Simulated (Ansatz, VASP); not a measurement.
Te: VASP beside Ansatz

```xyz
3
Lattice="4.4580 -0.0446 -0.0446 -2.2676 3.8830 -0.0163 -0.0592 -0.0592 5.9250" Properties=species:S:1:pos:R:3 pbc="T T T"
Te    3.3015   -0.0530    1.9418
Te   -1.7289    2.8534    3.9378
Te    0.5586    0.9788   -0.0155
```

Change from the starting cell: equal xy, yz and zx shear strains of -2 %.

Alike in both runs: task single point; functional PBE; k mesh 9 × 9 × 6; occupations fermi-dirac, width 0.08 eV; no spin polarisation.

```csv
,VASP,Ansatz
version,VASP 6.6.1,Ansatz 0.2.0
potentials or method,"VASP PAW PBE potentials, release 64 (Te), cutoff 520 eV","all-electron LAPW, scalar-relativistic"
```

```csv
,VASP,Ansatz,Ansatz less VASP
pressure (GPa),3.2,3.2,-0.04
"traceless stress, the component that is largest in VASP (GPa)",1.09,1.09,-0.003
rms of the force components (eV/Å),0.384,0.370,-0.0136
```

Atom by atom the forces differ by 0.014 eV/Å (rms over components). Ansatz ran all-electron here, and VASP with PAW potentials.

Spin-orbit coupling is off throughout.
